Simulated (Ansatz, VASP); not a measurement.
Sn in VASP and in Ansatz

```
CELL_PARAMETERS angstrom
0.00000 3.24560 3.48902
3.24560 0.00000 3.48902
3.24560 3.24560 0.00000
ATOMIC_POSITIONS crystal
Sn 0.50000 0.50000 0.50000
Sn 0.75000 0.75000 0.75000
```

Change from the starting cell: strain +0.0750 x Voigt [0, 0, 1, 0, 0, 0], atoms carried along.

Alike in both runs: task single point; functional PBEsol; k mesh 12 × 12 × 12; occupations gaussian, width 0.15 eV; no spin polarisation.

|  | VASP | Ansatz |
| --- | --- | --- |
| version | VASP 6.6.1 | Ansatz 0.2.0 |
| potentials or method | VASP PAW PBE potentials, release 64 (Sn_d), cutoff 520 eV | scalar-relativistic, plane waves, PAW |
| valence electrons in the cell | 28 | 28 |

Ansatz gave:

| Quantity | Value |
| --- | --- |
| gap on the k mesh at the Fermi level (eV) | none |
| pressure (GPa) | -1.8 |
| traceless stress, the component that is largest in VASP (GPa) | -1.54 |

Question: What did VASP give for the same quantities?

Answer: gap on the k mesh at the Fermi level (eV): none; pressure (GPa): -1.9; traceless stress, the component that is largest in VASP (GPa): -1.54.

VASP's potentials were made for PBE, not for PBEsol. A gap of «none» marks a metal or a gap that the smearing closes. The functional is the same, so the differences come from potentials, cutoffs and numerics.
